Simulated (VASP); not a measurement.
# BaTiO3 (Pm-3m) in VASP: notebook, part 2 of 2

VASP 6.6.1.

### Step 4. Single point, PBEsol

This run uses another cell than the first one, of 12.51 Å³/atom, 1.058 times its volume.

The input, INCAR:

```
SYSTEM = BaTiO3
PREC = Accurate ; ENCUT = 600
EDIFF = 1E-6 ; ISMEAR = 0
SIGMA = 0.01 ; LREAL = .False.
LASPH = .True. ; NELM = 120
ALGO = Normal ; ISIF = 2
LWAVE = .False. ; LCHARG = .False.
GGA = PS ; NBANDS = 28
GGA_COMPAT = .False.
```

The input, KPOINTS:

```
regular mesh
0
Gamma
  4 4 4
  0 0 0
```

The input, POSCAR:

```
BaTiO3
1.0
    3.9700698134      0.0000000000      0.0000000000
    0.0000000000      3.9700698134      0.0000000000
    0.0000000000      0.0000000000      3.9700698134
Ba Ti O
1 1 3
Direct
    0.5000000000      0.5000000000      0.5000000000
    0.0000000000      0.0000000000      0.0000000000
    0.5000000000      0.0000000000      0.0000000000
    0.0000000000      0.5000000000      0.0000000000
    0.0000000000      0.0000000000      0.5000000000
```

Potentials or basis: VASP PAW PBE potentials, release 64 (Ba_sv, Ti_sv, O).

The run is started by

```sh
> cat potpaw_PBE.64/Ba_sv/POTCAR potpaw_PBE.64/Ti_sv/POTCAR potpaw_PBE.64/O/POTCAR > POTCAR
> mpirun -np 1 vasp_std > vasp.out
```

OUTCAR:

```text
SYSTEM = BaTiO3
   PREC = Accurate
   ENCUT = 600
   EDIFF = 1E-6
   ISMEAR = 0
   LREAL = .False.
   LASPH = .True.
   NELM = 120
   ISIF = 2
   GGA = PS

 ion  position               nearest neighbor table
   1  0.500  0.500  0.500-   3 2.81   4 2.81   5 2.81   3 2.81   4 2.81   3 2.81   5 2.81   3 2.81
                             4 2.81   5 2.81   4 2.81   5 2.81   2 3.44   2 3.44   2 3.44   2 3.44
   2  0.000  0.000  0.000-   3 1.99   4 1.99   5 1.99   5 1.99   4 1.99   3 1.99   1 3.44   1 3.44
                             1 3.44   1 3.44   1 3.44   1 3.44   1 3.44   1 3.44
   3  0.500  0.000  0.000-   2 1.99   2 1.99   1 2.81   1 2.81   1 2.81   1 2.81
   4  0.000  0.500  0.000-   2 1.99   2 1.99   1 2.81   1 2.81   1 2.81   1 2.81
   5  0.000  0.000  0.500-   2 1.99   2 1.99   1 2.81   1 2.81   1 2.81   1 2.81

  LATTYP: Found a simple cubic cell.
 ALAT       =     3.9700698134

  Lattice vectors:

 A1 = (   3.9700698134,   0.0000000000,   0.0000000000)
 A2 = (   0.0000000000,   3.9700698134,   0.0000000000)
 A3 = (   0.0000000000,   0.0000000000,   3.9700698134)

Analysis of symmetry for initial positions (statically):
=====================================================================
 Subroutine PRICEL returns:
 Original cell was already a primitive cell.

 Routine SETGRP: Setting up the symmetry group for a
 simple cubic supercell.

 Subroutine GETGRP returns: Found 48 space group operations
 (whereof 48 operations were pure point group operations)
 out of a pool of 48 trial point group operations.

The static configuration has the point symmetry O_h .

Analysis of symmetry for dynamics (positions and initial velocities):
=====================================================================
 Subroutine PRICEL returns:
 Original cell was already a primitive cell.

 Routine SETGRP: Setting up the symmetry group for a
 simple cubic supercell.

 Subroutine GETGRP returns: Found 48 space group operations
 (whereof 48 operations were pure point group operations)
 out of a pool of 48 trial point group operations.

The dynamic configuration has the point symmetry O_h .

 Subroutine INISYM returns: Found 48 space group operations
 (whereof 48 operations are pure point group operations),
 and found     1 'primitive' translations

----------------------------------------------------------------------------------------

                                     Primitive cell

  volume of cell :      62.5741

  direct lattice vectors                    reciprocal lattice vectors
     3.970069813  0.000000000  0.000000000     0.251884739  0.000000000  0.000000000
     0.000000000  3.970069813  0.000000000     0.000000000  0.251884739  0.000000000
     0.000000000  0.000000000  3.970069813     0.000000000  0.000000000  0.251884739

  length of vectors
     3.970069813  3.970069813  3.970069813     0.251884739  0.251884739  0.251884739

  position of ions in fractional coordinates (direct lattice)
     0.500000000  0.500000000  0.500000000
     0.000000000  0.000000000  0.000000000
     0.500000000  0.000000000  0.000000000
     0.000000000  0.500000000  0.000000000
     0.000000000  0.000000000  0.500000000

  ion indices of the primitive-cell ions
   primitive index   ion index
                 1           1
                 2           2
[... 33 lines left out ...]
  0.250000  0.000000  0.000000      6.000000
  0.500000  0.000000  0.000000      3.000000
  0.250000  0.250000  0.000000     12.000000
  0.500000  0.250000  0.000000     12.000000
  0.500000  0.500000  0.000000      3.000000
  0.250000  0.250000  0.250000      8.000000
  0.500000  0.250000  0.250000     12.000000
  0.500000  0.500000  0.250000      6.000000
  0.500000  0.500000  0.500000      1.000000
   k-points           NKPTS =     10   k-points in BZ     NKDIM =     10   number of bands    NBANDS=     28
   number of dos      NEDOS =    301   number of ions     NIONS =      5
   total plane-waves  NPLWV =  32768
   dimension x,y,z NGX =    32 NGY =   32 NGZ =   32
   dimension x,y,z NGXF=    64 NGYF=   64 NGZF=   64
   ions per type =               1   1   3
   NGX,Y,Z   is equivalent  to a cutoff of  13.40, 13.40, 13.40 a.u.
   NGXF,Y,Z  is equivalent  to a cutoff of  26.80, 26.80, 26.80 a.u.
 SYSTEM =  BaTiO3
   PREC   = accura    normal or accurate (medium, high low for compatibility)
   ISTART =      0    job   : 0-new  1-cont  2-samecut
   ICHARG =      2    charge: 1-file 2-atom 10-const
   ISPIN  =      1    spin polarized calculation?
   LNONCOLLINEAR =      F non collinear calculations
   LSORBIT =      F    spin-orbit coupling
   LASPH  =      T    aspherical Exc in radial PAW
   ENCUT  =  600.0 eV  44.10 Ry    6.64 a.u.   7.93  7.93  7.93*2*pi/ulx,y,z
   NELM   =    120;   NELMIN=  2; NELMDL= -5     # of ELM steps
   EDIFF  = 0.1E-05   stopping-criterion for ELM
   LREAL  =      F    real-space projection
   EDIFFG = 0.1E-04   stopping-criterion for IOM
   NSW    =      0    number of steps for IOM
   IBRION =     -1    ionic relax: 0-MD 1-quasi-New 2-CG
   NFREE  =      0    steps in history (QN), initial steepest desc. (CG)
   ISIF   =      2    stress and relaxation
   ISYM   =      2    0-nonsym 1-usesym 2-fastsym
   POTIM  = 0.5000    time-step for ionic-motion
   TEBEG  =    0.0;   TEEND  =   0.0 temperature during run
   PSTRESS=    0.0 pullay stress
   NELECT =      40.0000    total number of electrons
   NUPDOWN=      -1.0000    fix difference up-down
   EMIN   =  10.00;   EMAX   =-10.00  energy-range for DOS
   EFERMI =   0.00;   METHOD = LEGACY
   ISMEAR =     0;   SIGMA  =   0.01  broadening in eV -4-tet -1-fermi 0-gaus
   EFERMI_NEDOS =   21; number of points for ismear=-14 and -15
   IALGO  =     38    algorithm
   IMIX   =      4    mixing-type and parameters
     AMIX     =   0.40;   BMIX     =  1.00
     AMIX_MAG =   1.60;   BMIX_MAG =  1.00
  volume/ion in A,a.u.               =      12.51        84.45
  Fermi-wavevector in a.u.,A,eV,Ry     =   1.410252  2.664990 27.059407  1.988810
  Thomas-Fermi vector in A             =   2.532225
   LORBIT       =      0    0 simple, 1 ext, 2 COOP (PROOUT), +10 PAW based schemes
   GGA     = PS    functional components
   LHFCALC =     F    Hartree Fock is set to
   AEXX    =    0.0000 exact exchange contribution
   IVDW    =     0    specifies the selected vdW correction
   LEPSILON=     F    determine dielectric tensor
   LRPA    =     F    only Hartree local field effects (RPA)
 non-spin polarized calculation
 Gauss-broadening in eV      SIGMA  =   0.01
  energy-cutoff  :      600.00
  volume of cell :       62.57
 maximum number of plane-waves:      2176
 NGX is ok and might be reduce to    32
   NGX = 15   NGY = 15   NGZ = 15

 number of electron      39.9999981 magnetization

 Free energy of the ion-electron system (eV)
  ---------------------------------------------------
  ext. energy  EPLUGINS =         0.00000000
  ---------------------------------------------------
  free energy    TOTEN  =       -41.96455879 eV

  energy without entropy =      -41.96455879  energy(sigma->0) =      -41.96455879

 E-fermi :   3.9838     XC(G=0): -11.6467

 val. band max:        3.8852873316   @ k =   0.5000   0.5000   0.5000
 cond. band min:       5.6112037078   @ k =   0.0000   0.0000   0.0000
 fundamental gap:      1.7259163762
 Fermi energy:         3.9838117001

 k-point     1 :       0.0000    0.0000    0.0000
  band No.  band energies     occupation
      1     -52.4083      2.00000
      2     -28.7456      2.00000
      3     -28.7456      2.00000
      4     -28.7456      2.00000
      5     -20.8237      2.00000
      6     -12.9858      2.00000
[... 299 lines left out ...]
     27      11.8573      0.00000
     28      11.8573      0.00000

------------------------ aborting loop because EDIFF is reached ----------------------------------------

  FORCE on cell =-STRESS in cart. coord.  units (eV):
  Direction    XX          YY          ZZ          XY          YZ          ZX
  --------------------------------------------------------------------------------------
  -------------------------------------------------------------------------------------
  Total        0.7264471      0.7264471      0.7264471      0.0000000      0.0000000     -0.0000000
  in kB       18.6003073     18.6003073     18.6003073      0.0000000      0.0000000     -0.0000000
  external PRESSURE =      18.6003073 kB  Pullay stress =       0.0000000 kB

 VOLUME and BASIS-vectors are now :
 -----------------------------------------------------------------------------
  energy-cutoff  :      600.00
  volume of cell :       62.57
      direct lattice vectors                 reciprocal lattice vectors
     3.970069813  0.000000000  0.000000000     0.251884739  0.000000000  0.000000000
     0.000000000  3.970069813  0.000000000     0.000000000  0.251884739  0.000000000
     0.000000000  0.000000000  3.970069813     0.000000000  0.000000000  0.251884739

 POSITION                                       TOTAL-FORCE (eV/Angst)
 -----------------------------------------------------------------------------------
      1.98503      1.98503      1.98503         0.000000      0.000000      0.000000
      0.00000      0.00000      0.00000         0.000000      0.000000      0.000000
      1.98503      0.00000      0.00000         0.000000      0.000000      0.000000
      0.00000      1.98503      0.00000         0.000000      0.000000      0.000000
      0.00000      0.00000      1.98503         0.000000      0.000000      0.000000
 -----------------------------------------------------------------------------------
    total drift:                                0.000000      0.000000     -0.000000

  FREE ENERGIE OF THE ION-ELECTRON SYSTEM (eV)
  ---------------------------------------------------
  free  energy   TOTEN  =       -41.9645587868 eV

  energy  without entropy=      -41.9645587868  energy(sigma->0) =      -41.96455879
```

stdout:

```text
POSCAR found type information on POSCAR BaTiO
 POSCAR found :  3 types and       5 ions
 scaLAPACK will be used
 -----------------------------------------------------------------------------
|                                                                             |
|                                                                             |
|     You enforced a specific xc type in the INCAR file but a different       |
|     I HOPE YOU KNOW WHAT YOU ARE DOING!                                     |
|                                                                             |
 -----------------------------------------------------------------------------

 LDA part: xc-table for (Slater+PW92), standard interpolation
 POSCAR, INCAR and KPOINTS ok, starting setup
 FFT: planning ... GRIDC
 FFT: planning ... GRID_SOFT
 FFT: planning ... GRID
 WAVECAR not read
 entering main loop
```

It took 39 s on 1 thread of Intel Xeon 8259CL, shared host; peak memory 0.18 GiB.

What came out:

```yaml
Free_energy: -41.9646 eV
Pressure: 1.9 GPa
Band_gap_on_the_k_mesh: 1.73 eV, indirect (least direct gap 1.85 eV)
```

Caveat: the PAW data sets were made with another functional, which shifts forces and pressure a little; spin-orbit coupling is left out, which moves the levels of the heavy elements. A k mesh can miss the band edges.

### Step 5. Summary

| cell | gap on the mesh (eV) | pressure (GPa) |
| --- | --- | --- |
| a = 3.896 Å, 5 atoms | 1.83 | 13.7 |
| a = 3.933 Å, 5 atoms | 1.78 | 7.4 |
| a = 3.970 Å, 5 atoms | 1.73 | 1.9 |

Alike in all rows: task single point; level PBEsol; potentials or basis VASP PAW PBE potentials, release 64 (Ba_sv, Ti_sv, O); no spin polarisation; k mesh 4 × 4 × 4; cutoff (eV) 600; smearing gaussian 0.01 eV.

Caveats: the PAW data sets were made with another functional, which shifts forces and pressure a little; spin-orbit coupling is left out, which moves the levels of the heavy elements.

Absolute energies hang on the potentials; compare differences alone.
